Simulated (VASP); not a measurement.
Input of a VASP 6.6.1 run:

POSCAR

```
Cu
1.0
    0.0000000000      1.8075000000      1.7803875000
    1.8075000000      0.0000000000      1.7803875000
    1.8075000000      1.8075000000      0.0000000000
Cu
1
Direct
    0.0000000000      0.0000000000      0.0000000000
```

INCAR.step1

```
SYSTEM = Cu
PREC     = Accurate       ! precision mode
ENCUT    = 520            ! plane-wave cutoff, eV
ISMEAR   = 0              ! smearing method
SIGMA    = 0.15           ! smearing width, eV
LREAL    = .False.        ! projectors in reciprocal space
LASPH    = .True.         ! aspherical terms in the spheres
NELM     = 80             ! most SCF steps
NBANDS   = 12             ! bands
GGA      = PE             ! functional
ALGO     = Normal         ! electronic algorithm
EDIFF    = 1E-4           ! SCF threshold, eV
LWAVE    = .True.         ! write WAVECAR
LCHARG   = .False.        ! write CHGCAR
```

Contents of INCAR.step2:

```
SYSTEM = Cu
PREC     = Accurate       ! precision mode
ENCUT    = 520            ! plane-wave cutoff, eV
EDIFF    = 1E-6           ! SCF threshold, eV
ISMEAR   = 0              ! smearing method
SIGMA    = 0.15           ! smearing width, eV
LREAL    = .False.        ! projectors in reciprocal space
LASPH    = .True.         ! aspherical terms in the spheres
NELM     = 80             ! most SCF steps
ALGO     = Normal         ! electronic algorithm
ISIF     = 2              ! what is computed and relaxed
LWAVE    = .False.        ! write WAVECAR
LCHARG   = .True.         ! write CHGCAR
METAGGA  = R2SCAN         ! meta-GGA
LMIXTAU  = .True.       
LELF     = .True.         ! ELF
LVHAR    = .True.       
NBANDS   = 12             ! bands
ISTART   = 1
```

The input KPOINTS:

```
regular mesh
0
Gamma
  22 22 22
  0 0 0
```

Potentials or basis: VASP PAW PBE potentials, release 64 (Cu).

The run is started by

```sh
$ cat potpaw_PBE.64/Cu/POTCAR > POTCAR
$ cp INCAR.step1 INCAR
$ mpirun -np 1 vasp_std > vasp.out
$ cp INCAR.step2 INCAR
$ mpirun -np 1 vasp_std > vasp.out
```

**Question.** What does it give for the pressure?

**Answer.** -2.0 GPa.

**Question.** Estimate the band gap on the k mesh.

**Answer.** Zero (an odd number of electrons rules out a gap without spin polarisation).

Stress tensor (GPa, compression positive):
```
-2.30  0.00  0.00
 0.00 -2.30  0.00
 0.00  0.00 -1.45
```

Caveat: the cell differs from its parent crystal (strain +0.000 along x and y, -0.015 along z); the PAW data sets were made with another functional, which shifts forces and pressure a little.
